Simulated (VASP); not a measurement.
# CdSe (F-43m) in VASP: single point with HSE06

Aim: the single point of CdSe with HSE06.

Everything below comes from runs of VASP 6.6.1. Logs are shortened: lines on timing, memory, paths and dates and some standing lists are left out, and cuts for length are marked.

### Step 1. The cell of the first run

Symmetry: F-43m, No. 216, cubic system. Conventional cell: a = 6.136 Å, b = 6.136 Å, c = 6.136 Å, α = 90.00°, β = 90.00°, γ = 90.00°. Cd (site symmetry -43m) has 4 Se at 2.66 Å within 3.5 Å. Se (site symmetry -43m) has 4 Cd at 2.66 Å within 3.5 Å.

### Step 2. Single point, HSE06, non-collinear spin, zero start, spin-orbit coupling

POSCAR

```
CdSe
1.0
    0.0000000000      3.0678017005      3.0678017005
    3.0678017005      0.0000000000      3.0678017005
    3.0678017005      3.0678017005      0.0000000000
Cd Se
1 1
Direct
    0.0000000000      0.0000000000      0.0000000000
    0.7500000000      0.7500000000      0.7500000000
```

INCAR.step1

```
PREC     = Accurate       # precision mode
ENCUT    = 520            # plane-wave cutoff, eV
EDIFF    = 1E-5           # SCF threshold, eV
ISMEAR   = -1             # smearing method
SIGMA    = 0.02           # smearing width, eV
LREAL    = F              # projectors in reciprocal space
LASPH    = T              # aspherical terms in the spheres
NELM     = 150            # most SCF steps
ALGO     = Normal         # electronic algorithm
ISIF     = 2              # what is computed and relaxed
LWAVE    = T              # write WAVECAR
MAGMOM   = 0 0 0 0 0 0    # initial moments
LORBIT   = 11             # projections on sites
LSORBIT  = T              # spin-orbit coupling
GGA_COMPAT= F            
LORBMOM  = T            
NBANDS   = 30             # bands
GGA      = PE             # functional
```

INCAR.step2

```
PREC     = Accurate       # precision mode
ENCUT    = 520            # plane-wave cutoff, eV
EDIFF    = 1E-7           # SCF threshold, eV
ISMEAR   = -1             # smearing method
SIGMA    = 0.02           # smearing width, eV
LREAL    = F              # projectors in reciprocal space
LASPH    = T              # aspherical terms in the spheres
NELM     = 150            # most SCF steps
ALGO     = Normal         # electronic algorithm
ISIF     = 2              # what is computed and relaxed
LWAVE    = F              # write WAVECAR
LCHARG   = T              # write CHGCAR
MAGMOM   = 0 0 0 0 0 0    # initial moments
LORBIT   = 11             # projections on sites
LSORBIT  = T              # spin-orbit coupling
GGA_COMPAT= F            
LORBMOM  = T            
GGA      = PE             # functional
LHFCALC  = T              # exact exchange
HFSCREEN = 0.2079         # screening, 1/A
PRECFOCK = Normal       
LVHAR    = T            
NBANDS   = 30             # bands
ISTART   = 1
```

KPOINTS

```
Automatic mesh
0
Gamma
  4 4 4
```

Potentials or basis: VASP PAW PBE potentials, release 64 (Cd, Se).

Run with:

```bash
$ cat potpaw_PBE.64/Cd/POTCAR potpaw_PBE.64/Se/POTCAR > POTCAR
$ cp INCAR.step1 INCAR
$ mpirun -np 1 vasp_ncl > vasp.out
$ cp INCAR.step2 INCAR
$ mpirun -np 1 vasp_ncl > vasp.out
```

OUTCAR:

```text
PREC = Accurate
   ENCUT = 520
   EDIFF = 1E-7
   ISMEAR = -1
   LREAL = F
   LASPH = T
   NELM = 150
   ISIF = 2
   LORBIT = 11
   LSORBIT = T
   GGA = PE
   LHFCALC = T
   HFSCREEN = 0.2079
   PRECFOCK = Normal
   ISTART = 1

 ion  position               nearest neighbor table
   1  0.000  0.000  0.000-   2 2.66   2 2.66   2 2.66   2 2.66
   2  0.750  0.750  0.750-   1 2.66   1 2.66   1 2.66   1 2.66

  LATTYP: Found a face centered cubic cell.
 ALAT       =     6.1356034010

  Lattice vectors:

 A1 = (   0.0000000000,   3.0678017005,   3.0678017005)
 A2 = (   3.0678017005,   0.0000000000,   3.0678017005)
 A3 = (   3.0678017005,   3.0678017005,   0.0000000000)

Analysis of symmetry for initial positions (statically):
=====================================================================
 Subroutine PRICEL returns:
 Original cell was already a primitive cell.

 Routine SETGRP: Setting up the symmetry group for a
 face centered cubic supercell.

 Subroutine GETGRP returns: Found 24 space group operations
 (whereof 24 operations were pure point group operations)
 out of a pool of 48 trial point group operations.

The static configuration has the point symmetry T_d .

Analysis of symmetry for dynamics (positions and initial velocities):
=====================================================================
 Subroutine PRICEL returns:
 Original cell was already a primitive cell.

 Routine SETGRP: Setting up the symmetry group for a
 face centered cubic supercell.

 Subroutine GETGRP returns: Found 24 space group operations
 (whereof 24 operations were pure point group operations)
 out of a pool of 48 trial point group operations.

The dynamic configuration has the point symmetry T_d .

Analysis of structural, dynamic, and magnetic symmetry:
=====================================================================
 Subroutine PRICEL returns:
 Original cell was already a primitive cell.

 Routine SETGRP: Setting up the symmetry group for a
 face centered cubic supercell.

 Subroutine GETGRP returns: Found 24 space group operations
 (whereof 24 operations were pure point group operations)
 out of a pool of 48 trial point group operations.

The overall configuration has the point symmetry T_d .

 Subroutine INISYM returns: Found 24 space group operations
 (whereof 24 operations are pure point group operations),
 and found     1 'primitive' translations

----------------------------------------------------------------------------------------

                                     Primitive cell

  volume of cell :      57.7447

  direct lattice vectors                    reciprocal lattice vectors
     0.000000000  3.067801701  3.067801701    -0.162983155  0.162983155  0.162983155
     3.067801701  0.000000000  3.067801701     0.162983155 -0.162983155  0.162983155
     3.067801701  3.067801701  0.000000000     0.162983155  0.162983155 -0.162983155

  length of vectors
     4.338526772  4.338526772  4.338526772     0.282295105  0.282295105  0.282295105

  position of ions in fractional coordinates (direct lattice)
     0.000000000  0.000000000  0.000000000
     0.750000000  0.750000000  0.750000000

  ion indices of the primitive-cell ions
   primitive index   ion index
                 1           1
                 2           2

----------------------------------------------------------------------------------------

 KPOINTS: Automatic mesh

Automatic generation of k-mesh.
 Grid dimensions read from file:
 generate k-points for:    4    4    4

 Generating k-lattice:

  Cartesian coordinates                     Fractional coordinates (reciprocal lattice)
    -0.040745789  0.040745789  0.040745789     0.250000000  0.000000000  0.000000000
     0.040745789 -0.040745789  0.040745789     0.000000000  0.250000000  0.000000000
     0.040745789  0.040745789 -0.040745789     0.000000000  0.000000000  0.250000000

  Length of vectors
     0.070573776  0.070573776  0.070573776
[... 84 lines left out ...]

 number of electron      18.0000008 magnetization       0.0000000     -0.0000000     -0.0000000

 Free energy of the ion-electron system (eV)
  ---------------------------------------------------
  ext. energy  EPLUGINS =         0.00000000
  ---------------------------------------------------
  free energy    TOTEN  =        -6.85936119 eV

  energy without entropy =       -6.85936119  energy(sigma->0) =       -6.85936119

 E-fermi :   0.7850     XC(G=0):  -7.2895

 val. band max:        0.2878496841   @ k =   0.0000   0.0000   0.0000
 cond. band min:       1.6555574162   @ k =   0.0000   0.0000   0.0000
 fundamental gap:      1.3677077321
 Fermi energy:         0.7849908795

 k-point     1 :       0.0000    0.0000    0.0000
  band No.  band energies     occupation
      1     -13.3801      1.00000
      2     -13.3801      1.00000
      3      -9.2302      1.00000
      4      -9.2302      1.00000
      5      -9.2302      1.00000
      6      -9.2302      1.00000
[... 319 lines left out ...]
     29      13.8616      0.00000
     30      13.9450      0.00000

------------------------ aborting loop because EDIFF is reached ----------------------------------------

  FORCE on cell =-STRESS in cart. coord.  units (eV):
  Direction    XX          YY          ZZ          XY          YZ          ZX
  --------------------------------------------------------------------------------------
  -------------------------------------------------------------------------------------
  Total        0.1910882      0.1910882      0.1910882     -0.0000000      0.0000000      0.0000000
  in kB        5.3019118      5.3019118      5.3019118     -0.0000000      0.0000000      0.0000000
  external PRESSURE =       5.3019118 kB  Pullay stress =       0.0000000 kB

 VOLUME and BASIS-vectors are now :
 -----------------------------------------------------------------------------
  energy-cutoff  :      520.00
  volume of cell :       57.74
      direct lattice vectors                 reciprocal lattice vectors
     0.000000000  3.067801701  3.067801701    -0.162983155  0.162983155  0.162983155
     3.067801701  0.000000000  3.067801701     0.162983155 -0.162983155  0.162983155
     3.067801701  3.067801701  0.000000000     0.162983155  0.162983155 -0.162983155

 POSITION                                       TOTAL-FORCE (eV/Angst)
 -----------------------------------------------------------------------------------
      0.00000      0.00000      0.00000         0.000000     -0.000000      0.000000
      4.60170      4.60170      4.60170        -0.000000      0.000000     -0.000000
 -----------------------------------------------------------------------------------
    total drift:                               -0.000000     -0.000001     -0.000000

  FREE ENERGIE OF THE ION-ELECTRON SYSTEM (eV)
  ---------------------------------------------------
  free  energy   TOTEN  =        -6.8593611882 eV

  energy  without entropy=       -6.8593611882  energy(sigma->0) =       -6.85936119

 orbital moment (x)

 # of ion     p       d       tot
 ----------------------------------------
  1        -0.000  -0.000  -0.000
  2        -0.000   0.000  -0.000
 ----------------------------------------
           -0.000  -0.000  -0.000

 orbital moment (y)

 # of ion     p       d       tot
 ----------------------------------------
  1         0.000  -0.000  -0.000
  2         0.000   0.000   0.000
 ----------------------------------------
            0.000  -0.000   0.000

 orbital moment (z)

 # of ion     p       d       tot
 ----------------------------------------
  1         0.000  -0.000  -0.000
  2         0.000   0.000   0.000
 ----------------------------------------
            0.000  -0.000  -0.000

 Spin-Orbit-Coupling matrix elements

 Ion:    1  E_soc:     -0.0548197
 l=   1
     0.0000000    -0.0023633    -0.0023633
    -0.0023633     0.0000000    -0.0023633
    -0.0023633    -0.0023633     0.0000000
 l=   2
     0.0000000    -0.0013860     0.0000000    -0.0013860    -0.0053873
    -0.0013860     0.0000000    -0.0040405    -0.0013860    -0.0013468
     0.0000000    -0.0040405     0.0000000    -0.0040405     0.0000000
    -0.0013860    -0.0013860    -0.0040405     0.0000000    -0.0013468
    -0.0053873    -0.0013468     0.0000000    -0.0013468     0.0000000
 l=   3
     0.0000000     0.0000000     0.0000000     0.0000000     0.0000000     0.0000000     0.0000000
     0.0000000     0.0000000     0.0000000     0.0000000     0.0000000     0.0000000     0.0000000
     0.0000000     0.0000000     0.0000000     0.0000000     0.0000000     0.0000000     0.0000000
     0.0000000     0.0000000     0.0000000     0.0000000     0.0000000     0.0000000     0.0000000
     0.0000000     0.0000000     0.0000000     0.0000000     0.0000000     0.0000000     0.0000000
     0.0000000     0.0000000     0.0000000     0.0000000     0.0000000     0.0000000     0.0000000
     0.0000000     0.0000000     0.0000000     0.0000000     0.0000000     0.0000000     0.0000000

 Ion:    2  E_soc:     -0.0375959
 l=   1
     0.0000000    -0.0062600    -0.0062600
    -0.0062600     0.0000000    -0.0062600
    -0.0062600    -0.0062600     0.0000000
 l=   2
     0.0000000    -0.0000033     0.0000000    -0.0000033    -0.0000027
    -0.0000033     0.0000000    -0.0000020    -0.0000033    -0.0000007
     0.0000000    -0.0000020     0.0000000    -0.0000020     0.0000000
    -0.0000033    -0.0000033    -0.0000020     0.0000000    -0.0000007
    -0.0000027    -0.0000007     0.0000000    -0.0000007     0.0000000
 l=   3
     0.0000000     0.0000000     0.0000000     0.0000000     0.0000000     0.0000000     0.0000000
     0.0000000     0.0000000     0.0000000     0.0000000     0.0000000     0.0000000     0.0000000
     0.0000000     0.0000000     0.0000000     0.0000000     0.0000000     0.0000000     0.0000000
     0.0000000     0.0000000     0.0000000     0.0000000     0.0000000     0.0000000     0.0000000
     0.0000000     0.0000000     0.0000000     0.0000000     0.0000000     0.0000000     0.0000000
     0.0000000     0.0000000     0.0000000     0.0000000     0.0000000     0.0000000     0.0000000
     0.0000000     0.0000000     0.0000000     0.0000000     0.0000000     0.0000000     0.0000000

 total charge

# of ion       s       p       d       tot
------------------------------------------
    1        0.407   0.298   9.598  10.303
    2        1.447   2.455   0.019   3.920
--------------------------------------------------
tot          1.854   2.753   9.617  14.223

 magnetization (x)

# of ion       s       p       d       tot
------------------------------------------
    1        0.000   0.000  -0.000   0.000
    2       -0.000   0.000   0.000   0.000
--------------------------------------------------
tot          0.000   0.000  -0.000   0.000

 magnetization (y)

# of ion       s       p       d       tot
------------------------------------------
    1        0.000  -0.000  -0.000  -0.000
    2        0.000  -0.000   0.000  -0.000
--------------------------------------------------
tot          0.000  -0.000  -0.000  -0.000

 magnetization (z)

# of ion       s       p       d       tot
------------------------------------------
    1        0.000   0.000   0.000   0.000
    2       -0.000  -0.000   0.000  -0.000
--------------------------------------------------
tot          0.000  -0.000   0.000   0.000
```

Wall time 56 min (1 thread of Intel Xeon Platinum 8488C (Sapphire Rapids), shared host); peak memory 0.46 GiB.

What came out:

```
Free energy                                           : -6.8594 eV
Pressure                                              : 0.5 GPa
Net moment                                            : 0.00 μB per cell
Valence electrons inside the program's atomic spheres : Cd 10.30; Se 3.92
```

Moments on the atoms (μB; x, y, z):
```
Cd  0.00 0.00 0.00
Se  0.00 0.00 0.00
```

Caveat: the k points lie up to 0.44 Å⁻¹ apart; the PAW data sets were made with another functional, which shifts forces and pressure a little.
